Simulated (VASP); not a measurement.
Input of a VASP 6.6.1 run:

The input INCAR:

```
  PREC = Accurate
  ENCUT = 520
  EDIFF = 1E-8
  ISMEAR = -1
  SIGMA = 0.08
  LREAL = F
  LASPH = T
  NELM = 80
  ALGO = Normal
  ISIF = 2
  LWAVE = F
  LCHARG = F
  GGA = PE
  LEFG = T
  NBANDS = 11
```

Contents of KPOINTS:

```
Automatic mesh
0
Gamma
  16 16 16
```

File POSCAR:

```
Hf
1.0
   -1.7744008684      1.7744008684      1.7744008684
    1.7744008684     -1.7744008684      1.7744008684
    1.7744008684      1.7744008684     -1.7744008684
Hf
1
Direct
    0.0000000000      0.0000000000      0.0000000000
```

Potentials or basis: VASP PAW PBE potentials, release 64 (Hf_pv).

The run is started by

```bash
$ cat potpaw_PBE.64/Hf_pv/POTCAR > POTCAR
$ mpirun -np 1 vasp_std > vasp.out
```

**Question.** Estimate the band gap on the k mesh.

**Answer.** Zero (band 5 reaches 6.11 eV, above the bottom of band 6 at 3.84 eV).

**Question.** What does it give for the pressure?

**Answer.** -0.5 GPa.

Caveat: without QUAD_EFG the Cq values of the log hold for a quadrupole moment of 1 mb, not for the nuclei; spin-orbit coupling is left out, which moves the levels of the heavy elements.
